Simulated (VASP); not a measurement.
## NaH: single point with PBE

NaH:

```
Na H
1.0
     2.96505    0.00000    0.00000
     0.00000    2.96505    0.00000
     0.00000    0.00000    2.96505
Na H
1 1
Direct
  0.00000 0.00000 0.00000
  0.50000 0.50000 0.50000
```

```
Program             : VASP 6.6.1
Task                : single point
Functional          : PBE
Potentials or basis : VASP PAW PBE potentials, release 64 (Na_pv, H)
Cutoff              : 520 eV
k mesh              : 9 × 9 × 9
Occupations         : fermi-dirac, width 0.05 eV
Spin                : no spin polarisation
```

- Pressure: -0.1 GPa
- Band gap on the k mesh: 1.49 eV, indirect (least direct gap 4.78 eV)

Levels at points of the mesh, in eV from the valence-band top:
| k point | band 1 | band 2 | band 3 | band 4 | band 5 | band 6 | band 7 | band 8 |
| --- | --- | --- | --- | --- | --- | --- | --- | --- |
| (0.00, 0.00, 0.00) | -24.32 | -24.32 | -24.32 | -5.64 | 8.80 | 11.16 | 11.16 | 12.66 |

Run time: 5.5 s on 1 thread of Intel(R) Xeon(R) Platinum 8559C (Emerald Rapids), with other jobs on the host, peak memory 0.13 GiB.

A k mesh can miss the band edges. As with any semilocal functional, this PBE gap is likely too small.
